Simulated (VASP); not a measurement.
Here is a VASP 6.6.1 calculation.

The input INCAR:

```
PREC = Accurate ; ENCUT = 750
EDIFF = 1E-6 ; ISMEAR = 0
SIGMA = 0.01 ; LREAL = F
LASPH = T ; NELM = 120
ALGO = Normal ; ISIF = 2
LWAVE = F ; LCHARG = F
GGA = CA ; NBANDS = 12
GGA_COMPAT = F
```

File KPOINTS:

```
Automatic mesh
0
Gamma
  8 8 8
```

Contents of POSCAR:

```
LiCl
1.0
    0.0000000000      2.4820709611      2.4820709611
    2.4820709611      0.0000000000      2.4820709611
    2.4820709611      2.4820709611      0.0000000000
Li Cl
1 1
Direct
    0.0000000000      0.0000000000      0.0000000000
    0.5000000000      0.5000000000      0.5000000000
```

Potentials or basis: VASP PAW LDA potentials, release 64 (Li_sv, Cl).

Run with:

```sh
$ cat potpaw_LDA.64/Li_sv/POTCAR potpaw_LDA.64/Cl/POTCAR > POTCAR
$ mpirun -np 1 vasp_std > vasp.out
```

Problem. What does it give for the band gap on the k mesh?

Solution. 6.51 eV (least direct gap 6.61 eV).

Problem. Predict the pressure.

Solution. -0.1 GPa.

A k mesh can miss the band edges.
